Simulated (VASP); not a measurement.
# Ga (Fd-3m) in VASP: a series of runs, part 2 of 2

VASP 6.6.1.

### Step 3. Relaxation of cell and atoms, PBEsol, target pressure 8 GPa, at which the enthalpy is minimised

This run uses another cell than the first one, of 20.91 Å³/atom.

Input file INCAR:

```
SYSTEM = Ga
ALGO     = Normal         ! electronic algorithm
EDIFF    = 1E-7           ! SCF threshold, eV
EDIFFG   = -0.005         ! ionic threshold
ENCUT    = 600            ! plane-wave cutoff, eV
GGA      = PS             ! functional
IBRION   = 2              ! ionic algorithm
ISIF     = 3              ! what is computed and relaxed
ISMEAR   = -1             ! smearing method
LASPH    = .True.         ! aspherical terms in the spheres
LCHARG   = .False.        ! write CHGCAR
LREAL    = .False.        ! projectors in reciprocal space
LWAVE    = .False.        ! write WAVECAR
NELM     = 100            ! most SCF steps
NSW      = 32             ! ionic steps
PREC     = Accurate       ! precision mode
PSTRESS  = 80.0         
SIGMA    = 0.1            ! smearing width, eV
```

Input file KPOINTS:

```
k-points
0
Gamma
  12 12 12
  0 0 0
```

Input file POSCAR:

```
Ga
1.0
    0.0000000000      2.7548907730      2.7548907730
    2.7548907730      0.0000000000      2.7548907730
    2.7548907730      2.7548907730      0.0000000000
Ga
2
Direct
   -0.1250000000     -0.1250000000     -0.1250000000
    0.1250000000      0.1250000000      0.1250000000
```

Potentials or basis: VASP PAW PBE potentials, release 64 (Ga_d).

Command:

```console
cat potpaw_PBE.64/Ga_d/POTCAR > POTCAR
mpirun -np 1 vasp_std > vasp.out
```

OUTCAR:

```text
SYSTEM = Ga
   EDIFF = 1E-7
   EDIFFG = -0.005
   ENCUT = 600
   GGA = PS
   IBRION = 2
   ISIF = 3
   ISMEAR = -1
   LASPH = .True.
   LREAL = .False.
   NELM = 100
   NSW = 32
   PREC = Accurate
   PSTRESS = 80.0

 ion  position               nearest neighbor table
   1  0.875  0.875  0.875-   2 2.39   2 2.39   2 2.39   2 2.39
   2  0.125  0.125  0.125-   1 2.39   1 2.39   1 2.39   1 2.39

  LATTYP: Found a face centered cubic cell.
 ALAT       =     5.5097815460

  Lattice vectors:

 A1 = (   0.0000000000,   2.7548907730,   2.7548907730)
 A2 = (   2.7548907730,   0.0000000000,   2.7548907730)
 A3 = (   2.7548907730,   2.7548907730,   0.0000000000)

Analysis of symmetry for initial positions (statically):
=====================================================================
 Subroutine PRICEL returns:
 Original cell was already a primitive cell.

 Routine SETGRP: Setting up the symmetry group for a
 face centered cubic supercell.

 Subroutine GETGRP returns: Found 48 space group operations
 (whereof 12 operations were pure point group operations)
 out of a pool of 48 trial point group operations.

[... 167 lines left out ...]
 cond. band min:       3.7676616923   @ k =   0.4167   0.1667   0.0000
 fundamental gap:      0.0290617134
 Fermi energy:         3.7604099017

 k-point     1 :       0.0000    0.0000    0.0000
  band No.  band energies     occupation
      1     -11.1255      2.00000
      2     -11.1255      2.00000
      3     -11.1255      2.00000
      4     -11.0684      2.00000
      5     -11.0684      2.00000
      6     -10.6064      2.00000
[... 457 lines left out ...]
      4     -10.9480      2.00000
      5     -10.9233      2.00000
      6     -10.7394      2.00000
[... 9 lines left out ...]
     16      10.6675      0.00000
     17      11.3026      0.00000

 [... further k-points ...]

------------------------ aborting loop because EDIFF is reached ----------------------------------------

  FORCE on cell =-STRESS in cart. coord.  units (eV):
  Direction    XX          YY          ZZ          XY          YZ          ZX
  --------------------------------------------------------------------------------------
  -------------------------------------------------------------------------------------
  Total        2.0917600      2.0917600      2.0917600      0.0000000      0.0000000      0.0000000
  in kB       80.1455257     80.1455257     80.1455257      0.0000000      0.0000000      0.0000000
  external PRESSURE =       0.1455257 kB  Pullay stress =      80.0000000 kB

 VOLUME and BASIS-vectors are now :
 -----------------------------------------------------------------------------
  energy-cutoff  :      600.00
  volume of cell :       41.82
      direct lattice vectors                 reciprocal lattice vectors
     0.000000000  2.754890773  2.754890773    -0.181495399  0.181495399  0.181495399
     2.754890773  0.000000000  2.754890773     0.181495399 -0.181495399  0.181495399
     2.754890773  2.754890773  0.000000000     0.181495399  0.181495399 -0.181495399

 POSITION                                       TOTAL-FORCE (eV/Angst)
 -----------------------------------------------------------------------------------
      4.82106      4.82106      4.82106         0.000000      0.000000      0.000000
      0.68872      0.68872      0.68872        -0.000000     -0.000000     -0.000000
 -----------------------------------------------------------------------------------
    total drift:                                0.000000      0.000000     -0.000000

  FREE ENERGIE OF THE ION-ELECTRON SYSTEM (eV)
  ---------------------------------------------------
  free  energy   TOTEN  =        -5.9179647495 eV

  energy  without entropy=       -5.8799378051  energy(sigma->0) =       -5.89895128

  enthalpy is  TOTEN    =        -3.8300029266 eV   P V=        2.0879618230

 reached required accuracy - stopping structural energy minimisation
```

Wall time 20 s (1 thread of Intel Xeon 6975P-C (Granite Rapids), shared host); peak memory 0.2 GiB.

What came out:

- Free energy: -5.9180 eV
- Pressure after relaxing: 8.0 GPa
- Band gap on the k mesh: zero (bands 13 and 14 overlap by 5.22 eV)

Final structure:
```
Ga
1.0
     0.00000    2.75489    2.75489
     2.75489    0.00000    2.75489
     2.75489    2.75489    0.00000
Ga
2
Direct
  0.87500 0.87500 0.87500
  0.12500 0.12500 0.12500
```

Caveat: the relaxation stopped at its first step, so nothing moved; the cell is relaxed towards a set pressure, so the run minimises the enthalpy, not the energy; the PAW data sets were made with another functional, which shifts forces and pressure a little.
